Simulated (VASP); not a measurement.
# ZnCu2SnS4 (I-4) in VASP: further runs, part 2 of 2

VASP 6.6.1.

## Step 3: Single point, PBEsol (20.83 Å³/atom)

This run uses another cell than the first one, of 20.83 Å³/atom.

INCAR reads:

```
SYSTEM = ZnCu2SnS4
  PREC = Accurate
  ENCUT = 520
  EDIFF = 1E-7
  ISMEAR = -1
  SIGMA = 0.05
  LREAL = .False.
  LASPH = .True.
  NELM = 100
  ALGO = Normal
  ISIF = 2
  LWAVE = .False.
  LCHARG = .False.
  GGA = PS
  NBANDS = 46
```

KPOINTS reads:

```
regular mesh
0
Gamma
  7 7 7
  0 0 0
```

POSCAR reads:

```
ZnCu2SnS4
1.0
   -2.7528554161      2.7528554161      5.4961871338
    2.7528554161     -2.7528554161      5.4961871338
    2.7528554161      2.7528554161     -5.4961871338
Sn Zn Cu S
1 1 2 4
Direct
    0.5000000000      0.5000000000      0.0000000000
    0.2500000000      0.7500000000      0.5000000000
    0.7500000000      0.2500000000      0.5000000000
    0.0000000000      0.0000000000      0.0000000000
    0.6279900000      0.6283900000      0.5128000000
    0.8848100000      0.3720100000      0.0004000000
    0.1155900000      0.1151900000      0.4872000000
    0.3716100000      0.8844100000      0.9996000000
```

Potentials or basis: VASP PAW PBE potentials, release 64 (Sn_d, Zn, Cu, S).

Started as:

```console
> cat potpaw_PBE.64/Sn_d/POTCAR potpaw_PBE.64/Zn/POTCAR potpaw_PBE.64/Cu/POTCAR potpaw_PBE.64/S/POTCAR > POTCAR
> mpirun -np 1 vasp_std > vasp.out
```

OUTCAR:

```text
SYSTEM = ZnCu2SnS4
   PREC = Accurate
   ENCUT = 520
   EDIFF = 1E-7
   ISMEAR = -1
   LREAL = .False.
   LASPH = .True.
   NELM = 100
   ISIF = 2
   GGA = PS

 ion  position               nearest neighbor table
   1  0.500  0.500  0.000-   5 2.44   6 2.44   8 2.44   7 2.44
   2  0.250  0.750  0.500-   5 2.36   6 2.36   7 2.36   8 2.36
   3  0.750  0.250  0.500-   6 2.36   7 2.36   8 2.36   5 2.36
   4  0.000  0.000  0.000-   8 2.36   5 2.36   7 2.36   6 2.36
   5  0.628  0.628  0.513-   2 2.36   4 2.36   3 2.36   1 2.44
   6  0.885  0.372  0.000-   2 2.36   4 2.36   3 2.36   1 2.44
   7  0.116  0.115  0.487-   2 2.36   4 2.36   3 2.36   1 2.44
   8  0.372  0.884  1.000-   2 2.36   4 2.36   3 2.36   1 2.44

  LATTYP: Found a body centered tetragonal cell.
 ALAT       =     5.5057108322
 C/A-ratio  =     1.9965404291

  Lattice vectors:

 A1 = (  -2.7528554161,   2.7528554161,   5.4961871338)
 A2 = (   2.7528554161,  -2.7528554161,   5.4961871338)
 A3 = (   2.7528554161,   2.7528554161,  -5.4961871338)

Analysis of symmetry for initial positions (statically):
=====================================================================
 Subroutine PRICEL returns:
 Original cell was already a primitive cell.

 Routine SETGRP: Setting up the symmetry group for a
 body centered tetragonal supercell.

 Subroutine GETGRP returns: Found  4 space group operations
 (whereof  4 operations were pure point group operations)
 out of a pool of 16 trial point group operations.

The static configuration has the point symmetry S_4 .

Analysis of symmetry for dynamics (positions and initial velocities):
=====================================================================
 Subroutine PRICEL returns:
 Original cell was already a primitive cell.

 Routine SETGRP: Setting up the symmetry group for a
 body centered tetragonal supercell.

 Subroutine GETGRP returns: Found  4 space group operations
 (whereof  4 operations were pure point group operations)
 out of a pool of 16 trial point group operations.

The dynamic configuration has the point symmetry S_4 .

 Subroutine INISYM returns: Found  4 space group operations
 (whereof  4 operations are pure point group operations),
 and found     1 'primitive' translations

----------------------------------------------------------------------------------------

                                     Primitive cell

  volume of cell :     166.6051

  direct lattice vectors                    reciprocal lattice vectors
    -2.752855416  2.752855416  5.496187134     0.000000000  0.181629590  0.090972157
     2.752855416 -2.752855416  5.496187134     0.181629590  0.000000000  0.090972157
     2.752855416  2.752855416 -5.496187134     0.181629590  0.181629590  0.000000000

  length of vectors
     6.735317282  6.735317282  6.735317282     0.203138478  0.203138478  0.256863029

  position of ions in fractional coordinates (direct lattice)
     0.500000000  0.500000000  0.000000000
     0.250000000  0.750000000  0.500000000
     0.750000000  0.250000000  0.500000000
     0.000000000  0.000000000  0.000000000
     0.627990000  0.628390000  0.512800000
     0.884810000  0.372010000  0.000400000
     0.115590000  0.115190000  0.487200000
     0.371610000  0.884410000  0.999600000

  ion indices of the primitive-cell ions
   primitive index   ion index
                 1           1
[... 58 lines left out ...]
  0.142857  0.142857  0.142857      8.000000
  0.285714  0.142857  0.142857      8.000000
 [... further k-points ...]
   k-points           NKPTS =     52   k-points in BZ     NKDIM =     52   number of bands    NBANDS=     46
   number of dos      NEDOS =    301   number of ions     NIONS =      8
   total plane-waves  NPLWV = 125000
   dimension x,y,z NGX =    50 NGY =   50 NGZ =   50
   dimension x,y,z NGXF=   100 NGYF=  100 NGZF=  100
   ions per type =               1   1   2   4
   NGX,Y,Z   is equivalent  to a cutoff of  12.34, 12.34, 12.34 a.u.
   NGXF,Y,Z  is equivalent  to a cutoff of  24.68, 24.68, 24.68 a.u.
 SYSTEM =  ZnCu2SnS4
   PREC   = accura    normal or accurate (medium, high low for compatibility)
   ISTART =      0    job   : 0-new  1-cont  2-samecut
   ICHARG =      2    charge: 1-file 2-atom 10-const
   ISPIN  =      1    spin polarized calculation?
   LNONCOLLINEAR =      F non collinear calculations
   LSORBIT =      F    spin-orbit coupling
   LASPH  =      T    aspherical Exc in radial PAW
   ENCUT  =  520.0 eV  38.22 Ry    6.18 a.u.  12.52 12.52 12.52*2*pi/ulx,y,z
   NELM   =    100;   NELMIN=  2; NELMDL= -5     # of ELM steps
   EDIFF  = 0.1E-06   stopping-criterion for ELM
   LREAL  =      F    real-space projection
   EDIFFG = 0.1E-05   stopping-criterion for IOM
   NSW    =      0    number of steps for IOM
   IBRION =     -1    ionic relax: 0-MD 1-quasi-New 2-CG
   NFREE  =      0    steps in history (QN), initial steepest desc. (CG)
   ISIF   =      2    stress and relaxation
   ISYM   =      2    0-nonsym 1-usesym 2-fastsym
   POTIM  = 0.5000    time-step for ionic-motion
   TEBEG  =    0.0;   TEEND  =   0.0 temperature during run
   PSTRESS=    0.0 pullay stress
   NELECT =      72.0000    total number of electrons
   NUPDOWN=      -1.0000    fix difference up-down
   EMIN   =  10.00;   EMAX   =-10.00  energy-range for DOS
   EFERMI =   0.00;   METHOD = LEGACY
   ISMEAR =    -1;   SIGMA  =   0.05  broadening in eV -4-tet -1-fermi 0-gaus
   EFERMI_NEDOS =   21; number of points for ismear=-14 and -15
   IALGO  =     38    algorithm
   IMIX   =      4    mixing-type and parameters
     AMIX     =   0.40;   BMIX     =  1.00
     AMIX_MAG =   1.60;   BMIX_MAG =  1.00
  volume/ion in A,a.u.               =      20.83       140.54
  Fermi-wavevector in a.u.,A,eV,Ry     =   1.237721  2.338954 20.843503  1.531954
  Thomas-Fermi vector in A             =   2.372277
   LORBIT       =      0    0 simple, 1 ext, 2 COOP (PROOUT), +10 PAW based schemes
   GGA     = PS    functional components
   LHFCALC =     F    Hartree Fock is set to
   AEXX    =    0.0000 exact exchange contribution
   IVDW    =     0    specifies the selected vdW correction
   LEPSILON=     F    determine dielectric tensor
   LRPA    =     F    only Hartree local field effects (RPA)
 non-spin polarized calculation
  energy-cutoff  :      520.00
  volume of cell :      166.61
 maximum number of plane-waves:      4509
 NGX is ok and might be reduce to    50
   NGX = 25   NGY = 25   NGZ = 25

 number of electron      72.0000038 magnetization

 Free energy of the ion-electron system (eV)
  ---------------------------------------------------
  ext. energy  EPLUGINS =         0.00000000
  ---------------------------------------------------
  free energy    TOTEN  =       -35.60397318 eV

  energy without entropy =      -35.60300316  energy(sigma->0) =      -35.60348817

 E-fermi :   4.4331     XC(G=0):  -9.8145

 val. band max:        4.3213357091   @ k =   0.0000   0.0000   0.0000
 cond. band min:       4.4347866796   @ k =   0.0000   0.0000   0.0000
 fundamental gap:      0.1134509706
 Fermi energy:         4.4331318621

 k-point     1 :       0.0000    0.0000    0.0000
  band No.  band energies     occupation
      1     -17.7863      2.00000
      2     -17.7821      2.00000
      3     -17.7821      2.00000
      4     -17.7050      2.00000
      5     -17.6975      2.00000
      6      -9.9558      2.00000
[... 1165 lines left out ...]
     45      10.1937      0.00000
     46      10.3314      0.00000

 [... further k-points ...]

------------------------ aborting loop because EDIFF is reached ----------------------------------------

  FORCE on cell =-STRESS in cart. coord.  units (eV):
  Direction    XX          YY          ZZ          XY          YZ          ZX
  --------------------------------------------------------------------------------------
  -------------------------------------------------------------------------------------
  Total       -4.2629150     -4.2629150     -4.3697981      0.0000001      0.0000000     -0.0000000
  in kB      -40.9948168    -40.9948168    -42.0226705      0.0000005      0.0000000     -0.0000000
  external PRESSURE =     -41.3374347 kB  Pullay stress =       0.0000000 kB

 VOLUME and BASIS-vectors are now :
 -----------------------------------------------------------------------------
  energy-cutoff  :      520.00
  volume of cell :      166.61
      direct lattice vectors                 reciprocal lattice vectors
    -2.752855416  2.752855416  5.496187134     0.000000000  0.181629590  0.090972157
     2.752855416 -2.752855416  5.496187134     0.181629590  0.000000000  0.090972157
     2.752855416  2.752855416 -5.496187134     0.181629590  0.181629590  0.000000000

 POSITION                                       TOTAL-FORCE (eV/Angst)
 -----------------------------------------------------------------------------------
      0.00000      0.00000      5.49619        -0.000000      0.000000     -0.000000
      2.75286      0.00000      2.74809         0.000000     -0.000000      0.000000
      0.00000      2.75286      2.74809        -0.000000      0.000000      0.000000
      0.00000      0.00000      0.00000        -0.000000     -0.000000     -0.000000
      1.41277      1.41056      4.08685         0.091792      0.460164     -0.137640
     -1.41056      1.41277      6.90552        -0.460164      0.091792      0.137640
      1.34009      1.34229     -1.40933        -0.091792     -0.460164     -0.137640
      4.16342      1.34009      1.40933         0.460164     -0.091792      0.137640
 -----------------------------------------------------------------------------------
    total drift:                               -0.000005     -0.000005     -0.000000

  FREE ENERGIE OF THE ION-ELECTRON SYSTEM (eV)
  ---------------------------------------------------
  free  energy   TOTEN  =       -35.6039731816 eV

  energy  without entropy=      -35.6030031610  energy(sigma->0) =      -35.60348817
```

Wall time 5.2 min (1 thread of Intel Xeon 6975P-C (Granite Rapids), shared host); peak memory 0.6 GiB.

What came out:

| Property | Result |
| --- | --- |
| Free energy | -35.6040 eV |
| Pressure | -4.1 GPa |
| Largest force | 0.489 eV/Å |

Forces on the atoms (eV/Å):
```
Sn   0.000  0.000  0.000
Zn   0.000  0.000  0.000
Cu   0.000  0.000  0.000
Cu   0.000  0.000  0.000
S    0.092  0.460 -0.138
S   -0.460  0.092  0.138
S   -0.092 -0.460 -0.138
S    0.460 -0.092  0.138
```

Levels at points of the mesh, in eV from the Fermi level:
```csv
k point,band 32,band 33,band 34,band 35,band 36,band 37,band 38,band 39,band 40,band 41
"(0.00, 0.00, 0.00)",-1.54,-1.40,-0.19,-0.19,-0.11,0.00,1.88,2.66,3.60,3.60
```

Caveat: the cell stands under tension; the PAW data sets were made with another functional, which shifts forces and pressure a little; spin-orbit coupling is left out, which moves the levels of the heavy elements.
